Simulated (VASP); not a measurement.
# PtSe2 in VASP: single point with r2SCAN+rVV10

Aim: the single point of PtSe2 with r2SCAN+rVV10.

Program: VASP 6.6.1. These are calculated values, not measurements. Logs are shortened: lines on timing, memory, paths and dates and some standing lists are left out, and cuts for length are marked.

## (1) The cell of the first run

The cell holds a sheet with vacuum, 9 atoms: a = 3.727 Å, b = 3.727 Å, c = 30.720 Å, α = 90.00°, β = 90.00°, γ = 120.00°.

## (2) Single point, r2SCAN+rVV10

POSCAR reads:

```
PtSe2
1.0
    3.7270000000      0.0000000000      0.0000000000
   -1.8635000000      3.2276766799      0.0000000000
    0.0000000000      0.0000000000     30.7200000000
Se Pt
6 3
Direct
    0.6666666667      0.3333333333      0.2929687500
    0.3333333333      0.6666666667      0.3769531250
    0.6666666667      0.3333333333      0.4580078125
    0.3333333333      0.6666666667      0.5419921875
    0.6666666667      0.3333333333      0.6230468750
    0.3333333333      0.6666666667      0.7070312500
    0.0000000000      0.0000000000      0.3349609375
    0.0000000000      0.0000000000      0.5000000000
    0.0000000000      0.0000000000      0.6650390625
```

INCAR.step1 reads:

```
PREC = Accurate
ENCUT = 520
ISMEAR = 0
SIGMA = 0.02
LREAL = False
LASPH = True
NELM = 100
LDIPOL = True
IDIPOL = 3
DIPOL = 0.5 0.5 0.500
NBANDS = 43
GGA = PE
ALGO = Normal
EDIFF = 1E-4
LWAVE = True
LCHARG = False
```

INCAR.step2 reads:

```
PREC = Accurate
ENCUT = 520
EDIFF = 1E-7
ISMEAR = 0
SIGMA = 0.02
LREAL = False
LASPH = True
NELM = 100
ALGO = Normal
ISIF = 2
LWAVE = False
LCHARG = False
LDIPOL = True
IDIPOL = 3
DIPOL = 0.5 0.5 0.500
METAGGA = R2SCAN
LMIXTAU = True
LUSE_VDW = True
IVDW_NL = 2
BPARAM = 11.95
CPARAM = 0.0093
NBANDS = 43
ISTART = 1
```

KPOINTS reads:

```
regular mesh
0
Gamma
  12 12 1
```

Potentials or basis: VASP PAW PBE potentials, release 64 (Se, Pt).

On the command line:

```
$ cat potpaw_PBE.64/Se/POTCAR potpaw_PBE.64/Pt/POTCAR > POTCAR
$ cp INCAR.step1 INCAR
$ mpirun -np 1 vasp_std > vasp.out
$ cp INCAR.step2 INCAR
$ mpirun -np 1 vasp_std > vasp.out
```

OUTCAR:

```text
PREC = Accurate
   ENCUT = 520
   EDIFF = 1E-7
   ISMEAR = 0
   LREAL = False
   LASPH = True
   NELM = 100
   ISIF = 2
   METAGGA = R2SCAN
   IVDW_NL = 2
   BPARAM = 11.95
   ISTART = 1

 ion  position               nearest neighbor table
   1  0.667  0.333  0.293-   7 2.51   7 2.51   7 2.51
   2  0.333  0.667  0.377-   7 2.51   7 2.51   7 2.51
   3  0.667  0.333  0.458-   8 2.51   8 2.51   8 2.51
   4  0.333  0.667  0.542-   8 2.51   8 2.51   8 2.51
   5  0.667  0.333  0.623-   9 2.51   9 2.51   9 2.51
   6  0.333  0.667  0.707-   9 2.51   9 2.51   9 2.51
   7  0.000  0.000  0.335-   1 2.51   2 2.51   2 2.51   1 2.51   1 2.51   2 2.51
   8  0.000  0.000  0.500-   3 2.51   4 2.51   4 2.51   3 2.51   3 2.51   4 2.51
   9  0.000  0.000  0.665-   5 2.51   6 2.51   6 2.51   5 2.51   5 2.51   6 2.51

  LATTYP: Found a hexagonal cell.
 ALAT       =     3.7270000000
 C/A-ratio  =     8.2425543332

  Lattice vectors:

 A1 = (   3.7270000000,   0.0000000000,   0.0000000000)
 A2 = (  -1.8635000000,   3.2276766799,   0.0000000000)
 A3 = (   0.0000000000,   0.0000000000,  30.7200000000)

Analysis of symmetry for initial positions (statically):
=====================================================================
 Subroutine PRICEL returns:
 Original cell was already a primitive cell.

 Routine SETGRP: Setting up the symmetry group for a
 hexagonal supercell.

 Subroutine GETGRP returns: Found 12 space group operations
 (whereof 12 operations were pure point group operations)
 out of a pool of 24 trial point group operations.

The static configuration has the point symmetry D_3d.

Analysis of symmetry for dynamics (positions and initial velocities):
=====================================================================
 Subroutine PRICEL returns:
 Original cell was already a primitive cell.

 Routine SETGRP: Setting up the symmetry group for a
 hexagonal supercell.

 Subroutine GETGRP returns: Found 12 space group operations
 (whereof 12 operations were pure point group operations)
 out of a pool of 24 trial point group operations.

The dynamic configuration has the point symmetry D_3d.

 Subroutine INISYM returns: Found 12 space group operations
 (whereof 12 operations are pure point group operations),
 and found     1 'primitive' translations

----------------------------------------------------------------------------------------

                                     Primitive cell

  volume of cell :     369.5478

  direct lattice vectors                    reciprocal lattice vectors
     3.727000000  0.000000000  0.000000000     0.268312316  0.154910188  0.000000000
    -1.863500000  3.227676680  0.000000000     0.000000000  0.309820375  0.000000000
     0.000000000  0.000000000 30.720000000     0.000000000  0.000000000  0.032552083

  length of vectors
     3.727000000  3.727000000 30.720000000     0.309820375  0.309820375  0.032552083

  position of ions in fractional coordinates (direct lattice)
     0.666666667  0.333333333  0.292968750
     0.333333333  0.666666667  0.376953125
     0.666666667  0.333333333  0.458007812
     0.333333333  0.666666667  0.541992187
     0.666666667  0.333333333  0.623046875
     0.333333333  0.666666667  0.707031250
     0.000000000  0.000000000  0.334960937
     0.000000000  0.000000000  0.500000000
     0.000000000  0.000000000  0.665039062

  ion indices of the primitive-cell ions
   primitive index   ion index
                 1           1
                 2           2
                 3           3
                 4           4
                 5           5
                 6           6
                 7           7
                 8           8
                 9           9

----------------------------------------------------------------------------------------

 KPOINTS: regular mesh

Automatic generation of k-mesh.
 Grid dimensions read from file:
 generate k-points for:   12   12    1

 Generating k-lattice:

  Cartesian coordinates                     Fractional coordinates (reciprocal lattice)
     0.022359360  0.012909182  0.000000000     0.083333333  0.000000000  0.000000000
     0.000000000  0.025818365  0.000000000     0.000000000  0.083333333  0.000000000
     0.000000000  0.000000000  0.032552083     0.000000000  0.000000000  1.000000000

  Length of vectors
     0.025818365  0.025818365  0.032552083

  Shift w.r.t. Gamma in fractional coordinates (k-lattice)
     0.000000000  0.000000000  0.000000000

 Subroutine IBZKPT returns following result:
 ===========================================

 Found     19 irreducible k-points:

 Following reciprocal coordinates:
            Coordinates               Weight
  0.000000  0.000000  0.000000      1.000000
  0.083333 -0.000000  0.000000      6.000000
  0.166667 -0.000000  0.000000      6.000000
  0.250000  0.000000  0.000000      6.000000
  0.333333 -0.000000  0.000000      6.000000
  0.416667  0.000000  0.000000      6.000000
[... 11 lines left out ...]
  0.333333  0.250000  0.000000     12.000000
  0.333333  0.333333  0.000000      2.000000
   k-points           NKPTS =     19   k-points in BZ     NKDIM =     19   number of bands    NBANDS=     43
   number of dos      NEDOS =    301   number of ions     NIONS =      9
   total plane-waves  NPLWV = 188160
   dimension x,y,z NGX =    28 NGY =   28 NGZ =  240
   dimension x,y,z NGXF=    56 NGYF=   56 NGZF=  480
   ions per type =               6   3
   NGX,Y,Z   is equivalent  to a cutoff of  12.49, 12.49, 12.99 a.u.
   NGXF,Y,Z  is equivalent  to a cutoff of  24.98, 24.98, 25.98 a.u.
 SYSTEM =  unknown system
   PREC   = accura    normal or accurate (medium, high low for compatibility)
   ISTART =      1    job   : 0-new  1-cont  2-samecut
   ICHARG =      0    charge: 1-file 2-atom 10-const
   ISPIN  =      1    spin polarized calculation?
   LNONCOLLINEAR =      F non collinear calculations
   LSORBIT =      F    spin-orbit coupling
   LASPH  =      T    aspherical Exc in radial PAW
   ENCUT  =  520.0 eV  38.22 Ry    6.18 a.u.   6.93  6.93 57.12*2*pi/ulx,y,z
   NELM   =    100;   NELMIN=  2; NELMDL=  0     # of ELM steps
   EDIFF  = 0.1E-06   stopping-criterion for ELM
   LREAL  =      F    real-space projection
   EDIFFG = 0.1E-05   stopping-criterion for IOM
   NSW    =      0    number of steps for IOM
   IBRION =     -1    ionic relax: 0-MD 1-quasi-New 2-CG
   NFREE  =      0    steps in history (QN), initial steepest desc. (CG)
   ISIF   =      2    stress and relaxation
   ISYM   =      2    0-nonsym 1-usesym 2-fastsym
   POTIM  = 0.5000    time-step for ionic-motion
   TEBEG  =    0.0;   TEEND  =   0.0 temperature during run
   PSTRESS=    0.0 pullay stress
   NELECT =      66.0000    total number of electrons
   NUPDOWN=      -1.0000    fix difference up-down
   EMIN   =  10.00;   EMAX   =-10.00  energy-range for DOS
   EFERMI =   0.00;   METHOD = LEGACY
   ISMEAR =     0;   SIGMA  =   0.02  broadening in eV -4-tet -1-fermi 0-gaus
   EFERMI_NEDOS =   21; number of points for ismear=-14 and -15
   IALGO  =     38    algorithm
   IMIX   =      4    mixing-type and parameters
     AMIX     =   0.40;   BMIX     =  1.00
     AMIX_MAG =   1.60;   BMIX_MAG =  1.00
  volume/ion in A,a.u.               =      41.06       277.09
  Fermi-wavevector in a.u.,A,eV,Ry     =   0.921933  1.742200 11.564409  0.849960
  Thomas-Fermi vector in A             =   2.047404
   LORBIT       =      0    0 simple, 1 ext, 2 COOP (PROOUT), +10 PAW based schemes
   METAGGA = R2SCAN    functional components
   LHFCALC =     F    Hartree Fock is set to
   AEXX    =    0.0000 exact exchange contribution
   IVDW_NL    =     2    kernel type
   BPARAM     =11.9500
   IVDW    =     0    specifies the selected vdW correction
   LEPSILON=     F    determine dielectric tensor
   LRPA    =     F    only Hartree local field effects (RPA)
 non-spin polarized calculation
 Gauss-broadening in eV      SIGMA  =   0.02
  energy-cutoff  :      520.00
  volume of cell :      369.55
 maximum number of plane-waves:      9987
 NGX is ok and might be reduce to    28
   NGX = 13   NGY = 13   NGZ =115

 dipolmoment           0.000000      0.000000     -0.000000 electrons x Angstroem

 number of electron      65.9999994 magnetization

 dipolmoment           0.000000      0.000000      0.000000 electrons x Angstroem

 Free energy of the ion-electron system (eV)
  ---------------------------------------------------
  ext. energy  EPLUGINS =         0.00000000
  ---------------------------------------------------
  free energy    TOTEN  =      -242.71626917 eV

  energy without entropy =     -242.71626917  energy(sigma->0) =     -242.71626917

 E-fermi :   0.6635     XC(G=0):  -5.9365

 val. band max:        0.5751195708   @ k =   0.0833  -0.0000   0.0000
 cond. band min:       0.7735813034   @ k =   0.2500   0.0000   0.0000
 fundamental gap:      0.1984617326
 Fermi energy:         0.6634961404

 k-point     1 :       0.0000    0.0000    0.0000
  band No.  band energies     occupation
      1     -15.5456      2.00000
      2     -15.2723      2.00000
      3     -15.0366      2.00000
      4     -13.7010      2.00000
      5     -13.2176      2.00000
      6     -12.8700      2.00000
[... 35 lines left out ...]
     42       5.1279      0.00000
     43       5.3184      0.00000

 k-point     2 :       0.0833   -0.0000    0.0000
  band No.  band energies     occupation
      1     -15.4659      2.00000
      2     -15.1946      2.00000
      3     -14.9591      2.00000
      4     -13.6905      2.00000
      5     -13.2247      2.00000
      6     -12.8968      2.00000
[... 35 lines left out ...]
     42       5.4334      0.00000
     43       5.8408      0.00000

 k-point     3 :       0.1667   -0.0000    0.0000
  band No.  band energies     occupation
      1     -15.2356      2.00000
      2     -14.9714      2.00000
      3     -14.7376      2.00000
      4     -13.6617      2.00000
      5     -13.2459      2.00000
      6     -12.9722      2.00000
[... 35 lines left out ...]
     42       5.6824      0.00000
     43       6.0644      0.00000

 k-point     4 :       0.2500    0.0000    0.0000
  band No.  band energies     occupation
      1     -14.8829      2.00000
      2     -14.6352      2.00000
      3     -14.4078      2.00000
      4     -13.6213      2.00000
      5     -13.2808      2.00000
      6     -13.0819      2.00000
[... 633 lines left out ...]
     42       6.5570      0.00000
     43       7.3672      0.00000

 k-point    18 :       0.3333    0.2500    0.0000
  band No.  band energies     occupation
      1     -13.7066      2.00000
      2     -13.6530      2.00000
      3     -13.5211      2.00000
      4     -13.4900      2.00000
      5     -13.3854      2.00000
      6     -13.3844      2.00000
[... 35 lines left out ...]
     42       6.6104      0.00000
     43       7.7336      0.00000

 k-point    19 :       0.3333    0.3333    0.0000
  band No.  band energies     occupation
      1     -13.5702      2.00000
      2     -13.5702      2.00000
      3     -13.5412      2.00000
      4     -13.5412      2.00000
      5     -13.3631      2.00000
      6     -13.3631      2.00000
[... 35 lines left out ...]
     42       7.0087      0.00000
     43       8.2709      0.00000

------------------------ aborting loop because EDIFF is reached ----------------------------------------

 vacuum level on the upper side and lower side of the slab       (xc-potential included)         0.023         0.023

  FORCE on cell =-STRESS in cart. coord.  units (eV):
  Direction    XX          YY          ZZ          XY          YZ          ZX
  --------------------------------------------------------------------------------------
  -------------------------------------------------------------------------------------
  Total        1.2597723      1.2597723      2.0509819      0.0000000      0.0000000      0.0000000
  in kB        5.4617524      5.4617524      8.8920475      0.0000000      0.0000000      0.0000000
  external PRESSURE =       6.6051841 kB  Pullay stress =       0.0000000 kB

 VOLUME and BASIS-vectors are now :
 -----------------------------------------------------------------------------
  energy-cutoff  :      520.00
  volume of cell :      369.55
      direct lattice vectors                 reciprocal lattice vectors
     3.727000000  0.000000000  0.000000000     0.268312316  0.154910188  0.000000000
    -1.863500000  3.227676680  0.000000000     0.000000000  0.309820375  0.000000000
     0.000000000  0.000000000 30.720000000     0.000000000  0.000000000  0.032552083

 POSITION                                       TOTAL-FORCE (eV/Angst)
 -----------------------------------------------------------------------------------
      1.86350      1.07589      9.00000         0.000000     -0.000000     -0.303020
     -0.00000      2.15178     11.58000         0.000000      0.000000     -0.041456
      1.86350      1.07589     14.07000         0.000000     -0.000000     -0.059723
     -0.00000      2.15178     16.65000        -0.000000      0.000000      0.059723
      1.86350      1.07589     19.14000        -0.000000     -0.000000      0.041456
     -0.00000      2.15178     21.72000        -0.000000      0.000000      0.303020
      0.00000      0.00000     10.29000        -0.000000      0.000000      0.219376
      0.00000      0.00000     15.36000        -0.000000      0.000000      0.000000
      0.00000      0.00000     20.43000         0.000000      0.000000     -0.219376
 -----------------------------------------------------------------------------------
    total drift:                               -0.000000      0.000000      0.000000

  FREE ENERGIE OF THE ION-ELECTRON SYSTEM (eV)
  ---------------------------------------------------
  free  energy   TOTEN  =      -242.7162691739 eV

  energy  without entropy=     -242.7162691739  energy(sigma->0) =     -242.71626917

 vacuum level on the upper side and lower side of the slab         5.557         5.557
```

Run time: 23 min. Hardware: 1 thread of Intel Xeon 6975P-C (Granite Rapids), shared host; peak memory 1.3 GiB.

What came out:

* Free energy: -242.7163 eV
* Largest force: 0.303 eV/Å
* Band gap on the k mesh: 0.20 eV, indirect (least direct gap 0.86 eV)

Forces in eV/Å, atoms in the order of the input:
```
Se   0.000  0.000 -0.303
Se   0.000  0.000 -0.041
Se   0.000  0.000 -0.060
Se   0.000  0.000  0.060
Se   0.000  0.000  0.041
Se   0.000  0.000  0.303
Pt   0.000  0.000  0.219
Pt   0.000  0.000  0.000
Pt   0.000  0.000 -0.219
```

Levels at points of the mesh, in eV from the valence-band top:
```tsv
k point	band 29	band 30	band 31	band 32	band 33	band 34	band 35	band 36	band 37	band 38
(0.00, 0.00, 0.00)	-1.25	-1.11	-1.11	-1.04	-0.04	1.65	1.65	2.03	2.03	2.29
(0.50, 0.00, 0.00)	-3.12	-3.01	-2.92	-2.38	-1.70	0.98	1.23	1.52	1.72	1.78
```

Caveat: the PAW data sets were made with another functional, which shifts forces and pressure a little; spin-orbit coupling is left out, which moves the levels of the heavy elements.
